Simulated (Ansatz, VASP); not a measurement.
Pb: VASP beside Ansatz

```xyz
2
Lattice="3.4800 0.0000 0.0000 -1.7400 3.0138 0.0000 0.0000 0.0000 5.6459" Properties=species:S:1:pos:R:3 pbc="T T T"
Pb    0.0000    2.0092    1.4115
Pb    1.7400    1.0046    4.2344
```

Change from the starting cell: zz strain of +1 %, crystal datasets.

Alike in both runs: task electric field gradients; functional PBEsol; k mesh 14 × 14 × 8; occupations fermi-dirac, width 0.08 eV; no spin polarisation.

|  | VASP | Ansatz |
| --- | --- | --- |
| version | VASP 6.6.1 | Ansatz 0.2.0 |
| potentials or method | VASP PAW PBE potentials, release 64 (Pb_d), cutoff 400 eV | all-electron PAW with datasets made for the crystal, scalar-relativistic |

```csv
,VASP,Ansatz,Ansatz less VASP
pressure (GPa),0.4,0.5,+0.07
"traceless stress, the component that is largest in VASP (GPa)",0.86,0.87,+0.006
size of Vzz on the site where it differs most (V/Å²),40.9,43.3,+2.40
```

VASP's potentials were made for PBE, not for PBEsol. Ansatz ran all-electron here, and VASP with PAW potentials.

Neither program's run includes spin-orbit coupling.
